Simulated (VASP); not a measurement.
# Al3GaN4: single point with PBEsol

Al3GaN4:

```xyz
8
Lattice="5.2170 0.0000 0.0003 0.0000 3.2274 0.0000 -0.0032 0.0000 5.5877" Properties=species:S:1:pos:R:3 pbc="T T T"
Al    2.6073    1.6137    0.9342
Al   -0.0008    1.6137    4.6638
Al    0.0021    0.0000    1.8544
Ga    2.6037    0.0000    3.7238
N     0.5814    0.0000    3.7236
N     0.6391    1.6137    0.9332
N     3.2603    1.6137    4.6953
N     3.2511    0.0000    1.8232
```

* Program: VASP 6.6.1
* Task: single point
* Functional: PBEsol
* Potentials or basis: VASP PAW PBE potentials, release 64 (Al, Ga_d, N)
* Cutoff: 520 eV
* k mesh: 6 × 8 × 4
* Occupations: gaussian, width 0.02 eV
* Spin: no spin polarisation

```
Pressure               : -15.7 GPa
Largest force          : 0.011 eV/Å
Band gap on the k mesh : 2.76 eV
```

Forces on the atoms (eV/Å):
```
Al   0.004  0.000 -0.005
Al  -0.007  0.000 -0.001
Al   0.000  0.000  0.002
Ga   0.005  0.000  0.010
N   -0.007  0.000  0.001
N    0.001  0.000 -0.003
N    0.003  0.000  0.000
N    0.002  0.000 -0.004
```

Levels at points of the mesh, in eV from the valence-band top:
| k point | band 17 | band 18 | band 19 | band 20 | band 21 | band 22 | band 23 | band 24 | band 25 | band 26 |
| --- | --- | --- | --- | --- | --- | --- | --- | --- | --- | --- |
| (0.00, 0.00, 0.00) | -0.79 | -0.66 | -0.06 | -0.01 | 0.00 | 2.76 | 5.04 | 5.40 | 5.59 | 6.86 |
| (0.50, 0.00, 0.00) | -1.23 | -0.56 | -0.56 | -0.30 | -0.26 | 4.38 | 4.86 | 5.03 | 5.34 | 7.88 |
| (0.00, 0.50, 0.00) | -2.76 | -1.72 | -1.66 | -1.42 | -1.38 | 5.51 | 5.51 | 6.87 | 7.13 | 7.52 |
| (0.50, 0.50, 0.00) | -2.72 | -1.11 | -1.09 | -1.08 | -0.86 | 5.66 | 6.09 | 6.09 | 6.12 | 7.61 |
| (0.00, 0.00, 0.50) | -1.43 | -0.51 | -0.48 | -0.38 | -0.20 | 4.80 | 5.14 | 6.39 | 6.81 | 7.41 |
| (0.50, 0.00, 0.50) | -1.38 | -1.07 | -1.03 | -1.01 | -0.70 | 5.34 | 5.69 | 5.84 | 5.93 | 7.40 |
| (0.00, 0.50, 0.50) | -2.01 | -1.76 | -1.69 | -0.71 | -0.59 | 4.85 | 5.34 | 5.50 | 5.57 | 6.37 |
| (0.50, 0.50, 0.50) | -1.44 | -1.39 | -1.33 | -1.30 | -1.12 | 4.30 | 4.78 | 4.82 | 4.83 | 7.15 |

It took 3.5 min on 1 thread of Intel(R) Xeon(R) Platinum 8259CL CPU @ 2.50GHz (Skylake/Cascade Lake) (shared host), peak memory 0.31 GiB.

Caveat: the cell stands under tension; the PAW data sets were made with another functional, which shifts forces and pressure a little.
